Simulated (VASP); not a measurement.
# B7P8 (a cell with a defect) in VASP: further runs, part 2 of 2

VASP 6.6.1.

**3. Relaxation of the atoms, PBEsol (atoms taken out)**

INCAR

```
  PREC = Accurate
  ENCUT = 520
  EDIFF = 1E-7
  ISMEAR = 0
  SIGMA = 0.05
  LREAL = Auto
  LASPH = T
  NELM = 100
  ALGO = Normal
  ISIF = 2
  LWAVE = F
  LCHARG = F
  GGA = PS
  IBRION = 2
  NSW = 70
  EDIFFG = -0.02
  NELECT = 64.0
```

KPOINTS

```
regular mesh
0
Gamma
  4 4 4
```

POSCAR

```
B7P8
1.0
    0.0000000000      4.5201727734     -4.5201727734
    4.5201727734      4.5201727734      0.0000000000
    4.5201727734      0.0000000000     -4.5201727734
B P
7 8
Direct
    0.0000000000      0.0000000000      0.5000000000
    0.5000000000      0.0000000000      0.5000000000
    0.5000000000      0.5000000000      0.5000000000
    0.0000000000      0.0000000000      1.0000000000
    0.0000000000      0.5000000000      1.0000000000
    0.5000000000      0.0000000000      1.0000000000
    0.5000000000      0.5000000000      1.0000000000
    0.1250000000      0.1250000000      0.1250000000
    0.1250000000      0.6250000000      0.1250000000
    0.6250000000      0.1250000000      0.1250000000
    0.6250000000      0.6250000000      0.1250000000
    0.1250000000      0.1250000000      0.6250000000
    0.1250000000      0.6250000000      0.6250000000
    0.6250000000      0.1250000000      0.6250000000
    0.6250000000      0.6250000000      0.6250000000
```

Potentials or basis: VASP PAW PBE potentials, release 64 (B, P).

On the command line:

```console
> cat potpaw_PBE.64/B/POTCAR potpaw_PBE.64/P/POTCAR > POTCAR
> mpirun -np 1 vasp_std > vasp.out
```

OUTCAR:

```text
PREC = Accurate
   ENCUT = 520
   EDIFF = 1E-7
   ISMEAR = 0
   LREAL = Auto
   LASPH = T
   NELM = 100
   ISIF = 2
   GGA = PS
   IBRION = 2
   NSW = 70
   EDIFFG = -0.02
   NELECT = 64.0

 ion  position               nearest neighbor table
   1  0.000  0.000  0.500-  12 1.96   8 1.96  13 1.96  14 1.96
   2  0.500  0.000  0.500-  14 1.96  12 1.96  10 1.96  15 1.96
   3  0.500  0.500  0.500-  15 1.96  13 1.96  14 1.96  11 1.96
   4  0.000  0.000  0.000-   8 1.96   9 1.96  10 1.96  12 1.96
   5  0.000  0.500  0.000-   9 1.96   8 1.96  11 1.96  13 1.96
   6  0.500  0.000  0.000-  10 1.96   8 1.96  11 1.96  14 1.96
   7  0.500  0.500  0.000-  11 1.96  10 1.96   9 1.96  15 1.96
   8  0.125  0.125  0.125-   4 1.96   1 1.96   5 1.96   6 1.96
   9  0.125  0.625  0.125-   5 1.96   4 1.96   7 1.96
  10  0.625  0.125  0.125-   6 1.96   4 1.96   2 1.96   7 1.96
  11  0.625  0.625  0.125-   7 1.96   5 1.96   6 1.96   3 1.96
  12  0.125  0.125  0.625-   1 1.96   2 1.96   4 1.96
  13  0.125  0.625  0.625-   1 1.96   3 1.96   5 1.96
  14  0.625  0.125  0.625-   2 1.96   1 1.96   3 1.96   6 1.96
  15  0.625  0.625  0.625-   3 1.96   2 1.96   7 1.96

  LATTYP: Found a face centered cubic cell.
 ALAT       =     9.0403455468

  Lattice vectors:

 A1 = (   0.0000000000,   4.5201727734,  -4.5201727734)
 A2 = (   4.5201727734,   4.5201727734,   0.0000000000)
 A3 = (   4.5201727734,   0.0000000000,  -4.5201727734)

Analysis of symmetry for initial positions (statically):
=====================================================================
 Subroutine PRICEL returns:
 Original cell was already a primitive cell.

 Routine SETGRP: Setting up the symmetry group for a
 face centered cubic supercell.

 Subroutine GETGRP returns: Found 24 space group operations
 (whereof  4 operations were pure point group operations)
 out of a pool of 48 trial point group operations.

The static configuration has the point symmetry C_2v.
 The point group associated with its full space group is T_d .

Analysis of symmetry for dynamics (positions and initial velocities):
[... 131 lines left out ...]
   PSTRESS=    0.0 pullay stress
   NELECT =      64.0000    total number of electrons
   NUPDOWN=      -1.0000    fix difference up-down
   EMIN   =  10.00;   EMAX   =-10.00  energy-range for DOS
   EFERMI =   0.00;   METHOD = LEGACY
   ISMEAR =     0;   SIGMA  =   0.05  broadening in eV -4-tet -1-fermi 0-gaus
   EFERMI_NEDOS =   21; number of points for ismear=-14 and -15
   IALGO  =     38    algorithm
   IMIX   =      4    mixing-type and parameters
     AMIX     =   0.40;   BMIX     =  1.00
     AMIX_MAG =   1.60;   BMIX_MAG =  1.00
  volume/ion in A,a.u.               =      12.31        83.10
  Fermi-wavevector in a.u.,A,eV,Ry     =   1.149837  2.172878 17.988619  1.322126
  Thomas-Fermi vector in A             =   2.286505
   LORBIT       =      0    0 simple, 1 ext, 2 COOP (PROOUT), +10 PAW based schemes
   GGA     = PS    functional components
   LHFCALC =     F    Hartree Fock is set to
   AEXX    =    0.0000 exact exchange contribution
   IVDW    =     0    specifies the selected vdW correction
   LEPSILON=     F    determine dielectric tensor
   LRPA    =     F    only Hartree local field effects (RPA)
 conjugate gradient relaxation of ions
 non-spin polarized calculation
 Gauss-broadening in eV      SIGMA  =   0.05
  energy-cutoff  :      520.00
  volume of cell :      184.71
 maximum number of plane-waves:      4992
   NGX = 23   NGY = 23   NGZ = 23

--------------------------------------- Ionic step        1  -------------------------------------------

 number of electron      64.0000005 magnetization

 Free energy of the ion-electron system (eV)
  ---------------------------------------------------
  ext. energy  EPLUGINS =         0.00000000
  ---------------------------------------------------
  free energy    TOTEN  =       -74.86894395 eV

  energy without entropy =      -74.86246857  energy(sigma->0) =      -74.86570626

------------------------ aborting loop because EDIFF is reached ----------------------------------------

  FORCE on cell =-STRESS in cart. coord.  units (eV):
  Direction    XX          YY          ZZ          XY          YZ          ZX
  --------------------------------------------------------------------------------------
  -------------------------------------------------------------------------------------
  Total       33.4546551     33.4546551     33.4546551      0.0000000      0.0000000      0.0000000
  in kB      290.1830485    290.1830485    290.1830485      0.0000000      0.0000000      0.0000000
  external PRESSURE =     290.1830485 kB  Pullay stress =       0.0000000 kB
[... 281 lines left out ...]
--------------------------------------- Ionic step        7  -------------------------------------------

 number of electron      64.0000002 magnetization

 Free energy of the ion-electron system (eV)
  ---------------------------------------------------
  ext. energy  EPLUGINS =         0.00000000
  ---------------------------------------------------
  free energy    TOTEN  =       -75.46781022 eV

  energy without entropy =      -75.46120155  energy(sigma->0) =      -75.46450588

 E-fermi :   8.3801     XC(G=0): -11.1403

 val. band max:        8.3630825268   @ k =   0.2500   0.0000   0.0000
 cond. band min:       8.4488954356   @ k =   0.0000   0.0000   0.0000
 fundamental gap:      0.0858129088
 Fermi energy:         8.3801241644

 k-point     1 :       0.0000    0.0000    0.0000
  band No.  band energies     occupation
      1      -8.3864      2.00000
      2      -5.0896      2.00000
      3      -5.0896      2.00000
      4      -5.0896      2.00000
      5      -4.3688      2.00000
      6      -3.1175      2.00000
[... 375 lines left out ...]
  FREE ENERGIE OF THE ION-ELECTRON SYSTEM (eV)
  ---------------------------------------------------
  free  energy   TOTEN  =       -75.4678102159 eV

  energy  without entropy=      -75.4612015460  energy(sigma->0) =      -75.46450588

 reached required accuracy - stopping structural energy minimisation
```

OSZICAR:

```text
N       E                     dE             d eps       ncg     rms          rms(c)
DAV:   1     0.238487646609E+03    0.23849E+03   -0.28721E+04   640   0.143E+03
DAV:   2    -0.627963280525E+02   -0.30128E+03   -0.29029E+03   800   0.231E+02
DAV:   3    -0.804458613966E+02   -0.17650E+02   -0.17141E+02   824   0.541E+01
[... 60 lines left out ...]
DAV:   1    -0.754677800717E+02   -0.20687E-04   -0.53267E-03   640   0.301E-01    0.351E-02
DAV:   2    -0.754678126798E+02   -0.32608E-04   -0.43039E-04   784   0.913E-02    0.127E-02
DAV:   3    -0.754678104602E+02    0.22197E-05   -0.11837E-05   744   0.173E-02    0.756E-03
DAV:   4    -0.754678103076E+02    0.15263E-06   -0.23740E-06   792   0.628E-03    0.369E-03
DAV:   5    -0.754678102159E+02    0.91647E-07   -0.95403E-08   488   0.150E-03
   7 F= -.75467810E+02 E0= -.75464506E+02  d E =-.508442E-04
```

It took 4.2 min on 1 thread of Intel Xeon 6975P-C (Granite Rapids), shared host; peak memory 0.34 GiB.

Results:

```
Free energy                  : -75.4678 eV
Energy gained by relaxing    : 39.9 meV/atom
Ionic steps                  : 7
Largest force after relaxing : 0.012 eV/Å
```

Forces on the atoms (eV/Å):
```
B    0.000  0.000 -0.001
B    0.000 -0.001  0.000
B    0.001  0.000  0.000
B   -0.001  0.000  0.000
B    0.000  0.001  0.000
B    0.000  0.000  0.000
B    0.000  0.000  0.001
P   -0.007  0.007 -0.007
P    0.000  0.000  0.000
P   -0.007 -0.007  0.007
P    0.007  0.007  0.007
P    0.000  0.000  0.000
P    0.000  0.000  0.000
P    0.007 -0.007 -0.007
P    0.000  0.000  0.000
```

Step by step:
```tsv
step	energy change (eV)	largest force (eV/Å)	pressure (GPa)
1	0.0000	1.6508	29.02
2	-0.5243	0.7027	27.94
3	-0.5898	0.2033	27.22
4	-0.5899	0.1801	27.26
5	-0.5987	0.0241	26.96
6	-0.5988	0.0285	26.93
7	-0.5989	0.0125	26.91
```

Final structure:
```
B P
1.0
     0.00000    4.52017   -4.52017
     4.52017    4.52017    0.00000
     4.52017    0.00000   -4.52017
B P
7 8
Direct
  0.00581 0.99420 0.50580
  0.49419 0.99420 0.50580
  0.49420 0.50580 0.50580
  0.00581 0.99420 0.99420
  0.00581 0.50580 0.99420
  0.50000 0.00000 0.00000
  0.49419 0.50580 0.99420
  0.12199 0.12600 0.12600
  0.11685 0.61685 0.14946
  0.62600 0.12600 0.12600
  0.62600 0.62199 0.12600
  0.11685 0.14946 0.61685
  0.11685 0.61685 0.61685
  0.62600 0.12600 0.62199
  0.64946 0.61685 0.61685
```

Levels at points of the mesh, in eV from the Fermi level:
| k point | band 29 | band 30 | band 31 | band 32 | band 33 | band 34 | band 35 | band 36 |
| --- | --- | --- | --- | --- | --- | --- | --- | --- |
| (0.00, 0.00, 0.00) | -2.06 | -0.21 | -0.21 | 0.07 | 0.07 | 0.07 | 0.22 | 0.78 |
| (0.50, 0.00, 0.00) | -2.35 | -2.35 | -0.31 | -0.31 | 0.86 | 0.86 | 0.91 | 1.36 |
| (0.50, 0.50, 0.00) | -3.19 | -2.87 | -0.96 | -0.96 | 0.44 | 0.55 | 2.56 | 2.56 |

Caveat: the cell carries a net charge on a neutralising background, which shifts energy and pressure; the cell differs from its parent crystal (atoms taken out); the cell is charged against a uniform background, so pressure and absolute levels hang on convention; the PAW data sets were made with another functional, which shifts forces and pressure a little.
